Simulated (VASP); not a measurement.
# NiSb (P6_3/mmc) in VASP: electric field gradients with r2SCAN

Aim: the electric field gradients of NiSb with r2SCAN.

Program: VASP 6.6.1. These are calculated values, not measurements. Logs are shortened: lines on timing, memory, paths and dates and some standing lists are left out, and cuts for length are marked.

### 1 The cell of the first run

The structure is hexagonal, space group P6_3/mmc (No. 194). The conventional cell has a = 3.930 Å, b = 3.930 Å, c = 5.116 Å, α = 90.00°, β = 90.00°, γ = 120.00°. Within 3.4 Å of Ni (site symmetry -3m) lie 2 Ni at 2.56 Å and 6 Sb at 2.60 Å. Sb (site symmetry -6m2) has 6 Ni at 2.60 Å and 6 Sb at 3.42 Å within 3.5 Å.

### 2 Electric field gradients, r2SCAN

The input, POSCAR:

```
NiSb
1.0
    3.9296697660      0.0000000000      0.0000000000
   -1.9648348830      3.4031938458      0.0000000000
    0.0000000000      0.0000000000      5.1161871700
Ni Sb
2 2
Direct
    0.0000000000      0.0000000000      0.0000000000
    0.0000000000      0.0000000000      0.5000000000
    0.3333333333      0.6666666667      0.2500000000
    0.6666666667      0.3333333333      0.7500000000
```

The input, INCAR.step1:

```
PREC = Accurate
ENCUT = 520
ISMEAR = -1
SIGMA = 0.08
LREAL = F
LASPH = T
NELM = 100
NBANDS = 23
GGA = PE
ALGO = Normal
EDIFF = 1E-4
LWAVE = T
LCHARG = F
```

The input, INCAR.step2:

```
PREC = Accurate
ENCUT = 520
EDIFF = 1E-8
ISMEAR = -1
SIGMA = 0.08
LREAL = F
LASPH = T
NELM = 100
ALGO = Normal
ISIF = 2
LWAVE = F
LCHARG = F
METAGGA = R2SCAN
LMIXTAU = T
LEFG = T
NBANDS = 23
ISTART = 1
```

The input, KPOINTS:

```
regular mesh
0
Gamma
  10 10 7
```

Potentials or basis: VASP PAW PBE potentials, release 64 (Ni, Sb).

Run with:

```console
$ cat potpaw_PBE.64/Ni/POTCAR potpaw_PBE.64/Sb/POTCAR > POTCAR
$ cp INCAR.step1 INCAR
$ mpirun -np 1 vasp_std > vasp.out
$ cp INCAR.step2 INCAR
$ mpirun -np 1 vasp_std > vasp.out
```

OUTCAR:

```text
PREC = Accurate
   ENCUT = 520
   EDIFF = 1E-8
   ISMEAR = -1
   LREAL = F
   LASPH = T
   NELM = 100
   ISIF = 2
   METAGGA = R2SCAN
   ISTART = 1

 ion  position               nearest neighbor table
   1  0.000  0.000  0.000-   2 2.56   2 2.56   4 2.60   3 2.60   3 2.60   4 2.60   4 2.60   3 2.60

   2  0.000  0.000  0.500-   1 2.56   1 2.56   4 2.60   3 2.60   3 2.60   4 2.60   4 2.60   3 2.60

   3  0.333  0.667  0.250-   1 2.60   2 2.60   1 2.60   2 2.60   1 2.60   2 2.60   4 3.42   4 3.42
                             4 3.42   4 3.42   4 3.42   4 3.42
   4  0.667  0.333  0.750-   1 2.60   2 2.60   1 2.60   2 2.60   1 2.60   2 2.60   3 3.42   3 3.42
                             3 3.42   3 3.42   3 3.42   3 3.42

  LATTYP: Found a hexagonal cell.
 ALAT       =     3.9296697660
 C/A-ratio  =     1.3019381970

  Lattice vectors:

 A1 = (   3.9296697660,   0.0000000000,   0.0000000000)
 A2 = (  -1.9648348830,   3.4031938458,   0.0000000000)
 A3 = (   0.0000000000,   0.0000000000,   5.1161871700)

Analysis of symmetry for initial positions (statically):
=====================================================================
 Subroutine PRICEL returns:
 Original cell was already a primitive cell.

 Routine SETGRP: Setting up the symmetry group for a
 hexagonal supercell.

 Subroutine GETGRP returns: Found 24 space group operations
 (whereof 12 operations were pure point group operations)
 out of a pool of 24 trial point group operations.

The static configuration has the point symmetry D_3d.
 The point group associated with its full space group is D_6h.

Analysis of symmetry for dynamics (positions and initial velocities):
=====================================================================
 Subroutine PRICEL returns:
 Original cell was already a primitive cell.

 Routine SETGRP: Setting up the symmetry group for a
 hexagonal supercell.

 Subroutine GETGRP returns: Found 24 space group operations
 (whereof 12 operations were pure point group operations)
 out of a pool of 24 trial point group operations.

The dynamic configuration has the point symmetry D_3d.
 The point group associated with its full space group is D_6h.

 Subroutine INISYM returns: Found 24 space group operations
 (whereof 12 operations are pure point group operations),
 and found     1 'primitive' translations

----------------------------------------------------------------------------------------

                                     Primitive cell

  volume of cell :      68.4210

  direct lattice vectors                    reciprocal lattice vectors
     3.929669766  0.000000000  0.000000000     0.254474309  0.146920811  0.000000000
    -1.964834883  3.403193846  0.000000000     0.000000000  0.293841622  0.000000000
     0.000000000  0.000000000  5.116187170     0.000000000  0.000000000  0.195458056

  length of vectors
     3.929669766  3.929669766  5.116187170     0.293841622  0.293841622  0.195458056

  position of ions in fractional coordinates (direct lattice)
     0.000000000  0.000000000  0.000000000
     0.000000000  0.000000000  0.500000000
     0.333333333  0.666666667  0.250000000
     0.666666667  0.333333333  0.750000000

  ion indices of the primitive-cell ions
   primitive index   ion index
                 1           1
                 2           2
                 3           3
                 4           4

----------------------------------------------------------------------------------------

 KPOINTS: regular mesh

Automatic generation of k-mesh.
 Grid dimensions read from file:
 generate k-points for:   10   10    7

 Generating k-lattice:

  Cartesian coordinates                     Fractional coordinates (reciprocal lattice)
     0.025447431  0.014692081  0.000000000     0.100000000  0.000000000  0.000000000
     0.000000000  0.029384162  0.000000000     0.000000000  0.100000000  0.000000000
[... 45 lines left out ...]
   ions per type =               2   2
   NGX,Y,Z   is equivalent  to a cutoff of  12.69, 12.69, 13.00 a.u.
   NGXF,Y,Z  is equivalent  to a cutoff of  25.38, 25.38, 26.00 a.u.
 SYSTEM =  unknown system
   PREC   = accura    normal or accurate (medium, high low for compatibility)
   ISTART =      1    job   : 0-new  1-cont  2-samecut
   ICHARG =      0    charge: 1-file 2-atom 10-const
   ISPIN  =      1    spin polarized calculation?
   LNONCOLLINEAR =      F non collinear calculations
   LSORBIT =      F    spin-orbit coupling
   LASPH  =      T    aspherical Exc in radial PAW
   ENCUT  =  520.0 eV  38.22 Ry    6.18 a.u.   7.31  7.31  9.51*2*pi/ulx,y,z
   NELM   =    100;   NELMIN=  2; NELMDL=  0     # of ELM steps
   EDIFF  = 0.1E-07   stopping-criterion for ELM
   LREAL  =      F    real-space projection
   EDIFFG = 0.1E-06   stopping-criterion for IOM
   NSW    =      0    number of steps for IOM
   IBRION =     -1    ionic relax: 0-MD 1-quasi-New 2-CG
   NFREE  =      0    steps in history (QN), initial steepest desc. (CG)
   ISIF   =      2    stress and relaxation
   ISYM   =      2    0-nonsym 1-usesym 2-fastsym
   POTIM  = 0.5000    time-step for ionic-motion
   TEBEG  =    0.0;   TEEND  =   0.0 temperature during run
   PSTRESS=    0.0 pullay stress
   NELECT =      30.0000    total number of electrons
   NUPDOWN=      -1.0000    fix difference up-down
   EMIN   =  10.00;   EMAX   =-10.00  energy-range for DOS
   EFERMI =   0.00;   METHOD = LEGACY
   ISMEAR =    -1;   SIGMA  =   0.08  broadening in eV -4-tet -1-fermi 0-gaus
   EFERMI_NEDOS =   21; number of points for ismear=-14 and -15
   IALGO  =     38    algorithm
   IMIX   =      4    mixing-type and parameters
     AMIX     =   0.40;   BMIX     =  1.00
     AMIX_MAG =   1.60;   BMIX_MAG =  1.00
  volume/ion in A,a.u.               =      17.11       115.43
  Fermi-wavevector in a.u.,A,eV,Ry     =   1.243709  2.350270 21.045664  1.546813
  Thomas-Fermi vector in A             =   2.378008
   LORBIT       =      0    0 simple, 1 ext, 2 COOP (PROOUT), +10 PAW based schemes
   METAGGA = R2SCAN    functional components
   LHFCALC =     F    Hartree Fock is set to
   AEXX    =    0.0000 exact exchange contribution
   IVDW    =     0    specifies the selected vdW correction
   LEPSILON=     F    determine dielectric tensor
   LRPA    =     F    only Hartree local field effects (RPA)
 non-spin polarized calculation
  energy-cutoff  :      520.00
  volume of cell :       68.42
 maximum number of plane-waves:      1861
 NGX is ok and might be reduce to    30
   NGX = 15   NGY = 15   NGZ = 19

 number of electron      30.0000035 magnetization

 Free energy of the ion-electron system (eV)
  ---------------------------------------------------
  ext. energy  EPLUGINS =         0.00000000
  ---------------------------------------------------
  free energy    TOTEN  =       -76.37821223 eV

  energy without entropy =      -76.33708592  energy(sigma->0) =      -76.35764907

 E-fermi :   9.9715     XC(G=0): -12.2694

 val. band max:        9.9648078671   @ k =   0.2000   0.2000   0.2857
 cond. band min:       9.9956086204   @ k =   0.4000   0.1000   0.0000
 fundamental gap:      0.0308007533
 Fermi energy:         9.9714547562

 k-point     1 :       0.0000    0.0000    0.0000
  band No.  band energies     occupation
      1      -3.6032      2.00000
      2       1.2742      2.00000
      3       3.3662      2.00000
      4       5.8399      2.00000
      5       5.8400      2.00000
      6       6.6607      2.00000
[... 613 lines left out ...]
     22      18.9350      0.00000
     23      20.1175      0.00000

 [... further k-points ...]

------------------------ aborting loop because EDIFF is reached ----------------------------------------

  FORCE on cell =-STRESS in cart. coord.  units (eV):
  Direction    XX          YY          ZZ          XY          YZ          ZX
  --------------------------------------------------------------------------------------
  -------------------------------------------------------------------------------------
  Total        0.0927694      0.0927694      0.1365227      0.0000000     -0.0000000      0.0000000
  in kB        2.1723314      2.1723314      3.1968794      0.0000000     -0.0000000      0.0000000
  external PRESSURE =       2.5138474 kB  Pullay stress =       0.0000000 kB

 VOLUME and BASIS-vectors are now :
 -----------------------------------------------------------------------------
  energy-cutoff  :      520.00
  volume of cell :       68.42
      direct lattice vectors                 reciprocal lattice vectors
     3.929669766  0.000000000  0.000000000     0.254474309  0.146920811  0.000000000
    -1.964834883  3.403193846  0.000000000     0.000000000  0.293841622  0.000000000
     0.000000000  0.000000000  5.116187170     0.000000000  0.000000000  0.195458056

 POSITION                                       TOTAL-FORCE (eV/Angst)
 -----------------------------------------------------------------------------------
      0.00000      0.00000      0.00000        -0.000000      0.000000      0.000000
      0.00000      0.00000      2.55809        -0.000000      0.000000      0.000000
     -0.00000      2.26880      1.27905         0.000000      0.000000     -0.000000
      1.96483      1.13440      3.83714        -0.000000      0.000000     -0.000000
 -----------------------------------------------------------------------------------
    total drift:                                0.000000     -0.000000     -0.000000

  FREE ENERGIE OF THE ION-ELECTRON SYSTEM (eV)
  ---------------------------------------------------
  free  energy   TOTEN  =       -76.3782122268 eV

  energy  without entropy=      -76.3370859185  energy(sigma->0) =      -76.35764907

 Electric field gradients (V/A^2)
---------------------------------------------------------------------
 ion       V_xx      V_yy      V_zz      V_xy      V_xz      V_yz
---------------------------------------------------------------------
   1      11.749    11.747   -23.497    -0.001    -0.000     0.000
   2      11.749    11.747   -23.497    -0.001     0.000    -0.000
   3     -43.619   -43.619    87.238    -0.000     0.000    -0.000
   4     -43.619   -43.619    87.238    -0.000    -0.000     0.000
---------------------------------------------------------------------

 Electric field gradients after diagonalization (V/A^2)
 (convention: |V_zz| > |V_xx| > |V_yy|)
----------------------------------------------------------------------
 ion       V_xx      V_yy      V_zz     asymmetry (V_yy - V_xx)/ V_zz
----------------------------------------------------------------------
   1      11.750    11.747   -23.497       0.000
   2      11.750    11.747   -23.497       0.000
   3     -43.619   -43.619    87.238       0.000
   4     -43.619   -43.619    87.238       0.000
----------------------------------------------------------------------

           NMR quadrupolar parameters

 Cq : quadrupolar parameter    Cq=e*Q*V_zz/h
 eta: asymmetry parameters     (V_yy - V_xx)/ V_zz
 Q  : nuclear electric quadrupole moment in mb (millibarn)
----------------------------------------------------------------------
 ion       Cq(MHz)       eta       Q (mb)
----------------------------------------------------------------------
   1      -0.057       0.000       1.000
   2      -0.057       0.000       1.000
   3       0.211       0.000       1.000
   4       0.211       0.000       1.000
----------------------------------------------------------------------
```

Run time: 9 min. Hardware: 1 thread of AMD EPYC 7R43 (Zen 3), shared host; peak memory 0.21 GiB.

Results:

```yaml
Free_energy: -76.3782 eV
Pressure: 0.3 GPa
Band_gap_on_the_k_mesh: zero (bands 15 and 16 overlap by 3.11 eV)
Largest_electric_field_gradient_by_atom: Ni -23.5; Sb +87.2 V/Å²
```

Levels at points of the mesh, in eV from the Fermi level:
```tsv
k point	band 11	band 12	band 13	band 14	band 15	band 16	band 17	band 18	band 19	band 20
(0.00, 0.00, 0.00)	-1.42	-1.42	-0.09	0.56	0.56	2.55	2.55	3.54	4.30	5.76
(0.50, 0.00, 0.00)	-2.25	-1.96	-1.69	-1.50	-1.42	-0.28	1.17	3.68	4.16	5.56
```

Electric field gradients, principal values (V/Å²):
```
atom    least   middle  greatest (by size)
1 Ni   11.747   11.750             -23.497
2 Ni   11.747   11.750             -23.497
3 Sb  -43.619  -43.619              87.238
4 Sb  -43.619  -43.619              87.238
```

Caveat: without QUAD_EFG the Cq values of the log hold for a quadrupole moment of 1 mb, not for the nuclei; the PAW data sets were made with another functional, which shifts forces and pressure a little; spin-orbit coupling is left out, which moves the levels of the heavy elements.

The gap in the log of VASP goes by the Fermi energy; the results here count the filled bands.